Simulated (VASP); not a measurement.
Here is a VASP 6.6.1 calculation.

The input INCAR:

```
SYSTEM = MgCd3O4
PREC     = Accurate       ! precision mode
ENCUT    = 520            ! plane-wave cutoff, eV
EDIFF    = 1E-6           ! SCF threshold, eV
ISMEAR   = 0              ! smearing method
SIGMA    = 0.1            ! smearing width, eV
LREAL    = .FALSE.        ! projectors in reciprocal space
LASPH    = .TRUE.         ! aspherical terms in the spheres
NELM     = 80             ! most SCF steps
ALGO     = Normal         ! electronic algorithm
ISIF     = 2              ! what is computed and relaxed
LWAVE    = .FALSE.        ! write WAVECAR
LCHARG   = .FALSE.        ! write CHGCAR
GGA      = PE             ! functional
NBANDS   = 41             ! bands
```

File KPOINTS:

```
Automatic mesh
0
G
  8 8 12
  0 0 0
```

POSCAR

```
MgCd3O4
1.0
    3.3001728028     -4.6678028263      0.0000000000
    3.3001728028      4.6678028263      0.0000000000
    0.0000000000      0.0000000000      3.2862608992
Mg Cd O
1 3 4
Direct
    0.5000000000      0.5000000000      0.0000000000
    0.0000000000      0.0000000000      0.0000000000
    0.0000000000      0.5000000000      0.5000000000
    0.5000000000      0.0000000000      0.5000000000
    0.7359302829      0.2640697171      0.0000000000
    0.7316238772      0.7316238772      0.5000000000
    0.2683761228      0.2683761228      0.5000000000
    0.2640697171      0.7359302829      0.0000000000
```

Potentials or basis: VASP PAW PBE potentials, release 64 (Mg, Cd, O).

Launch:

```bash
$ cat potpaw_PBE.64/Mg/POTCAR potpaw_PBE.64/Cd/POTCAR potpaw_PBE.64/O/POTCAR > POTCAR
$ mpirun -np 1 vasp_std > vasp.out
```

Problem. What does it give for the largest force?

Solution. 0.075 eV/Å.

Problem. What does it give for the pressure?

Solution. 0.9 GPa.

Problem. What does it give for the band gap on the k mesh?

Solution. 0.01 eV (least direct gap 0.07 eV).

Forces in eV/Å, atoms in the order of the input:
```
Mg   0.000  0.000  0.000
Cd   0.000  0.000  0.000
Cd   0.000  0.000  0.000
Cd   0.000  0.000  0.000
O    0.000  0.056  0.000
O   -0.075  0.000  0.000
O    0.075  0.000  0.000
O    0.000 -0.056  0.000
```

Caveat: semilocal functionals underestimate gaps, and a narrow one can read as zero. A k mesh can miss the band edges.
